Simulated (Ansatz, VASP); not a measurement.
AlN in VASP and in Ansatz

INCAR

```
SYSTEM = AlN
PREC = Accurate ; ENCUT = 600
EDIFF = 1E-6 ; ISMEAR = 0
SIGMA = 0.1 ; LREAL = .False.
LASPH = .True. ; NELM = 120
ALGO = Normal ; ISIF = 2
LWAVE = .False. ; LCHARG = .True.
GGA = PE ; IVDW = 12
LELF = .True. ; LVHAR = .True.
NBANDS = 16 ; GGA_COMPAT = .False.
```

File KPOINTS:

```
regular mesh
0
Gamma
  6 6 4
  0 0 0
```

The input POSCAR:

```
AlN
1.0
    3.1285882000      0.0000000000      0.0000000000
   -1.5642941000      2.7094368900      0.0000000000
    0.0000000000      0.0000000000      5.0169549000
Al N
2 2
Direct
    0.6666666900      0.3333333400      0.4992870100
    0.3333333400      0.6666666900      0.9992870100
    0.6666666900      0.3333333400      0.8807129900
    0.3333333400      0.6666666900      0.3807129900
```

Input for Ansatz:

```yaml
crystal:
  lattice:
    - [3.1285882, 0.0, 0.0]
    - [-1.5642941, 2.70943689, 0.0]
    - [0.0, 0.0, 5.0169549]
  atoms:
    - { symbol: Al, position: [0.66666669, 0.33333334, 0.49928701] }
    - { symbol: Al, position: [0.33333334, 0.66666669, 0.99928701] }
    - { symbol: "N", position: [0.66666669, 0.33333334, 0.88071299] }
    - { symbol: "N", position: [0.33333334, 0.66666669, 0.38071299] }
basis:
  ecutwfc: 420
kpoints:
  mp_grid: { grid: [6, 6, 4] }
hamiltonian:
  xc: pbe
  dispersion: d3bj
scf:
  occupations: { method: gaussian, width: 0.1 }
  lower_state_search: "off"
output:
  forces: true
  stress: true
  eigenvalues: true
```

Alike in both runs: task single point; functional PBE; dispersion D3(BJ); k mesh 6 × 6 × 4; occupations gaussian, width 0.1 eV; no spin polarisation.

```csv
,VASP,Ansatz
version,VASP 6.6.1,Ansatz 0.2.0
potentials or method,"VASP PAW PBE potentials, release 64 (Al, N), cutoff 600 eV","scalar-relativistic, plane waves, PAW"
valence electrons in the cell,16,16
```

VASP gave:

```
gap on the k mesh at the Fermi level (eV) : 4.06
least direct gap on the mesh (eV)         : 4.06
pressure (GPa)                            : -4.2
```

Q: Which values does Ansatz return?

A: gap on the k mesh at the Fermi level (eV): 4.05; least direct gap on the mesh (eV): 4.05; pressure (GPa): -3.9.

Ansatz's warnings: structure snapped to symmetry.
